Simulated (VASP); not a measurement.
Ni:

```
Ni
1.0
    -1.38372    1.38372    1.38372
     1.38372   -1.38372    1.38372
     1.38372    1.38372   -1.38372
Ni
1
Direct
  0.00000 0.00000 0.00000
```

- Program: VASP 6.6.1
- Task: relaxation of cell and atoms
- Functional: PBE
- Dispersion: D4
- Potentials or basis: VASP PAW PBE potentials, release 64 (Ni)
- Cutoff: 600 eV
- k mesh: 13 × 13 × 13
- Occupations: fermi-dirac, width 0.02 eV
- Spin: no spin polarisation
- Hubbard terms: Ni d U = 7.0 eV

At the start: pressure -20.5 GPa; volume 10.60 Å³/atom.

**Question.** How do energy, volume and symmetry change on relaxing?

**Answer.** Over 3 steps the energy falls by 91.4 meV/atom and the volume is 9.35 Å³/atom (-11.8 %); space group Im-3m (No. 229, to 0.05 Å).

Step by step:
```tsv
step	energy change (eV)	largest force (eV/Å)	pressure (GPa)	volume (Å³)
1	0.0000	0.0000	-20.52	10.60
2	-0.0504	0.0000	20.52	8.65
3	-0.0914	0.0000	-0.16	9.35
```

Final structure:
```
Ni
1.0
    -1.32703    1.32703    1.32703
     1.32703   -1.32703    1.32703
     1.32703    1.32703   -1.32703
Ni
1
Direct
  0.00000 0.00000 0.00000
```

Caveat: the run has no spin polarisation, though such a crystal can be magnetic; U without spin polarisation on a metal has little footing; pairwise dispersion overbinds metals, which lowers pressure and volume; the U is typed as a test and isn't derived for this compound.
